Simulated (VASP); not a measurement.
# InSe in VASP: single point with PBE+D3(BJ)

Aim: the single point of InSe with PBE+D3(BJ).

Everything below comes from runs of VASP 6.6.1. Logs are shortened: lines on timing, memory, paths and dates and some standing lists are left out, and cuts for length are marked.

## 1. The cell of the first run

The cell holds a slab with vacuum, 12 atoms: a = 4.497 Å, b = 6.296 Å, c = 25.743 Å, α = 90.00°, β = 90.00°, γ = 109.58°.

## 2. Single point, PBE+D3(BJ)

INCAR

```
SYSTEM = InSe
PREC = Accurate
ENCUT = 520
EDIFF = 1E-6
ISMEAR = 0
SIGMA = 0.05
LREAL = .FALSE.
LASPH = .TRUE.
NELM = 60
ALGO = Fast
ISIF = 2
LWAVE = .FALSE.
LCHARG = .FALSE.
LDIPOL = .TRUE.
IDIPOL = 3
DIPOL = 0.5 0.5 0.500
GGA = PE
IVDW = 12
NBANDS = 69
```

KPOINTS

```
regular mesh
0
G
  8 6 1
  0 0 0
```

POSCAR

```
InSe
1.0
    4.4965573481      0.0000000000      0.0000000000
   -2.1103015302      5.9322014128      0.0000000000
    0.0000000000      0.0000000000     25.7425648212
In Se
6 6
Direct
    0.1466970685      0.0410802040      0.2913462606
    0.1959252135      0.6889674778      0.4073172183
    0.2609044959      0.2844294313      0.4420145211
    0.3101326409      0.9323167051      0.5579854789
    0.3751119232      0.5277786586      0.5926827817
    0.4243400683      0.1756659324      0.7086537394
    0.7873877856      0.6336870760      0.3262884443
    0.5552344965      0.0963606058      0.3723750347
    0.9015952129      0.8770363033      0.4769567048
    0.6694419238      0.3397098331      0.5230432952
    0.0158026403      0.1203855306      0.6276249653
    0.7836493512      0.5830590604      0.6737115557
```

Potentials or basis: VASP PAW PBE potentials, release 64 (In_d, Se).

Started as:

```console
$ cat potpaw_PBE.64/In_d/POTCAR potpaw_PBE.64/Se/POTCAR > POTCAR
$ mpirun -np 1 vasp_std > vasp.out
```

OUTCAR:

```text
SYSTEM = InSe
   PREC = Accurate
   ENCUT = 520
   EDIFF = 1E-6
   ISMEAR = 0
   LREAL = .FALSE.
   LASPH = .TRUE.
   NELM = 60
   ISIF = 2
   GGA = PE
   IVDW = 12
 IVDW          = 12

 ion  position               nearest neighbor table
   1  0.147  0.041  0.291-   7 2.69   8 2.72   2 3.77
   2  0.196  0.689  0.407-   8 2.69   7 2.72   9 2.72   3 2.81   1 3.77   3 3.77
   3  0.261  0.284  0.442-   9 2.69   8 2.72  10 2.72   2 2.81   2 3.77   4 3.77
   4  0.310  0.932  0.558-  10 2.69  11 2.72   9 2.72   5 2.81   5 3.77   3 3.77
   5  0.375  0.528  0.593-  11 2.69  12 2.72  10 2.72   4 2.81   6 3.77   4 3.77
   6  0.424  0.176  0.709-  12 2.69  11 2.72   5 3.77
   7  0.787  0.634  0.326-   1 2.69   2 2.72
   8  0.555  0.096  0.372-   2 2.69   3 2.72   1 2.72
   9  0.902  0.877  0.477-   3 2.69   2 2.72   4 2.72
  10  0.669  0.340  0.523-   4 2.69   5 2.72   3 2.72
  11  0.016  0.120  0.628-   5 2.69   4 2.72   6 2.72
  12  0.784  0.583  0.674-   6 2.69   5 2.72

  LATTYP: Found a simple monoclinic cell.
 ALAT       =     4.4965573481
 B/A-ratio  =     5.7249497401
 C/A-ratio  =     1.4002665428
 COS(beta)  =    -0.3351611447

  Lattice vectors:

 A1 = (   4.4965573481,   0.0000000000,   0.0000000000)
 A2 = (   0.0000000000,   0.0000000000, -25.7425648212)
 A3 = (  -2.1103015302,   5.9322014128,   0.0000000000)

Analysis of symmetry for initial positions (statically):
=====================================================================
 Subroutine PRICEL returns:
 Original cell was already a primitive cell.

 Routine SETGRP: Setting up the symmetry group for a
 simple monoclinic supercell.

 Subroutine GETGRP returns: Found  2 space group operations
 (whereof  1 operations were pure point group operations)
 out of a pool of  4 trial point group operations.

The static configuration has the point symmetry C_1 .
 The point group associated with its full space group is S_2 .

Analysis of symmetry for dynamics (positions and initial velocities):
=====================================================================
 Subroutine PRICEL returns:
 Original cell was already a primitive cell.

 Routine SETGRP: Setting up the symmetry group for a
 simple monoclinic supercell.

 Subroutine GETGRP returns: Found  2 space group operations
 (whereof  1 operations were pure point group operations)
 out of a pool of  4 trial point group operations.

[... 140 lines left out ...]
     AMIX     =   0.40;   BMIX     =  1.00
     AMIX_MAG =   1.60;   BMIX_MAG =  1.00
  volume/ion in A,a.u.               =      57.22       386.16
  Fermi-wavevector in a.u.,A,eV,Ry     =   0.899761  1.700302 11.014867  0.809570
  Thomas-Fermi vector in A             =   2.022635
   LORBIT       =      0    0 simple, 1 ext, 2 COOP (PROOUT), +10 PAW based schemes
   GGA     = PE    functional components
   LHFCALC =     F    Hartree Fock is set to
   AEXX    =    0.0000 exact exchange contribution
   IVDW    =    12    specifies the selected vdW correction
   LEPSILON=     F    determine dielectric tensor
   LRPA    =     F    only Hartree local field effects (RPA)
 non-spin polarized calculation
 RMM-DIIS sequential band-by-band and
 Gauss-broadening in eV      SIGMA  =   0.05
  energy-cutoff  :      520.00
  volume of cell :      686.67
 maximum number of plane-waves:     18531
 NGX is ok and might be reduce to    36
   NGX = 17   NGY = 23   NGZ = 95

 dipolmoment           0.000000      0.000000      0.000000 electrons x Angstroem

 number of electron     113.9999992 magnetization

 dipolmoment           0.000000      0.000000     -0.000001 electrons x Angstroem

 Free energy of the ion-electron system (eV)
  ---------------------------------------------------
  ext. energy  EPLUGINS =         0.00000000
  ---------------------------------------------------
  free energy    TOTEN  =       -39.06101160 eV

  energy without entropy =      -39.04397956  energy(sigma->0) =      -39.05249558

 E-fermi :  -0.4678     XC(G=0):  -5.0440

 val. band max:       -0.4734123643   @ k =   0.3750   0.3333   0.0000
 cond. band min:      -0.4646806878   @ k =   0.5000   0.1667   0.0000
 fundamental gap:      0.0087316765
 Fermi energy:        -0.4677538342

 k-point     1 :       0.0000    0.0000    0.0000
  band No.  band energies     occupation
      1     -14.8726      2.00000
      2     -14.8360      2.00000
      3     -14.8002      2.00000
      4     -14.7917      2.00000
      5     -14.6708      2.00000
      6     -14.6346      2.00000
[... 1717 lines left out ...]
     68       4.0073      0.00000
     69       4.0850      0.00000

 [... further k-points ...]

------------------------ aborting loop because EDIFF is reached ----------------------------------------

 vacuum level on the upper side and lower side of the slab       (xc-potential included)        -0.094        -0.094

 Edisp (eV)   -3.29848

 E8    (eV) :    -1.5557

  FORCE on cell =-STRESS in cart. coord.  units (eV):
  Direction    XX          YY          ZZ          XY          YZ          ZX
  --------------------------------------------------------------------------------------
  -------------------------------------------------------------------------------------
  Total      -1.24632     1.36086    -0.54657     1.06729     0.36575     0.35997
  in kB      -2.90799     3.17524    -1.27530     2.49027     0.85338     0.83989
  external pressure =       -0.34 kB  Pullay stress =        0.00 kB

 VOLUME and BASIS-vectors are now :
 -----------------------------------------------------------------------------
  energy-cutoff  :      520.00
  volume of cell :      686.67
      direct lattice vectors                 reciprocal lattice vectors
     4.496557348  0.000000000  0.000000000     0.222392360  0.079113116  0.000000000
    -2.110301530  5.932201413  0.000000000     0.000000000  0.168571485  0.000000000
     0.000000000  0.000000000 25.742564821     0.000000000  0.000000000  0.038846168

 POSITION                                       TOTAL-FORCE (eV/Angst)
 -----------------------------------------------------------------------------------
      0.57294      0.24370      7.50000        -0.240905      0.048993     -0.067394
     -0.57294      4.08709     10.48539        -0.170377     -0.153235     -0.455160
      0.57294      1.68729     11.37859        -0.003679      0.029250      0.035612
     -0.57294      5.53069     14.36398         0.003679     -0.029250     -0.035612
      0.57294      3.13089     15.25717         0.170377      0.153235      0.455160
      1.53736      1.04209     18.24256         0.240905     -0.048993      0.067394
      2.20326      3.75916      8.39950         0.065254     -0.371025      0.189904
      2.29329      0.57163      9.58589         0.387640      0.473529      0.223243
      2.20326      5.20276     12.27809        -0.067083     -0.038233      0.064712
      2.29329      2.01523     13.46448         0.067083      0.038233     -0.064712
     -0.18299      0.71415     16.15668        -0.387640     -0.473529     -0.223243
      2.29329      3.45882     17.34306        -0.065254      0.371025     -0.189904
 -----------------------------------------------------------------------------------
    total drift:                                0.000037      0.000010     -0.000027

  FREE ENERGIE OF THE ION-ELECTRON SYSTEM (eV)
  ---------------------------------------------------
  free  energy   TOTEN  =       -42.3594893200 eV

  energy  without entropy=      -42.3424572853  energy(sigma->0) =      -42.35097330

 vacuum level on the upper side and lower side of the slab         4.186         4.186
```

stdout:

```text
POSCAR found type information on POSCAR InSe
 POSCAR found :  2 types and      12 ions
 scaLAPACK will be used
 LDA part: xc-table for (Slater+PW92), standard interpolation
 POSCAR, INCAR and KPOINTS ok, starting setup
 FFT: planning ... GRIDC
 FFT: planning ... GRID_SOFT
 FFT: planning ... GRID
 WAVECAR not read
 entering main loop
```

Run time: 71 min. Hardware: 1 thread of Oxide Virtual Turin-like, shared host; peak memory 1.2 GiB.

What came out:

```yaml
Free_energy: -42.3595 eV
Largest_force: 0.651 eV/Å
Band_gap_on_the_k_mesh: zero (bands 57 and 58 overlap by 0.19 eV)
Dispersion_energy_per_atom: -0.275 eV
```

Forces on the atoms (eV/Å):
```
In  -0.241  0.049 -0.067
In  -0.170 -0.153 -0.455
In  -0.004  0.029  0.036
In   0.004 -0.029 -0.036
In   0.170  0.153  0.455
In   0.241 -0.049  0.067
Se   0.065 -0.371  0.190
Se   0.388  0.474  0.223
Se  -0.067 -0.038  0.065
Se   0.067  0.038 -0.065
Se  -0.388 -0.474 -0.223
Se  -0.065  0.371 -0.190
```

Caveat: spin-orbit coupling is left out, which moves the levels of the heavy elements.
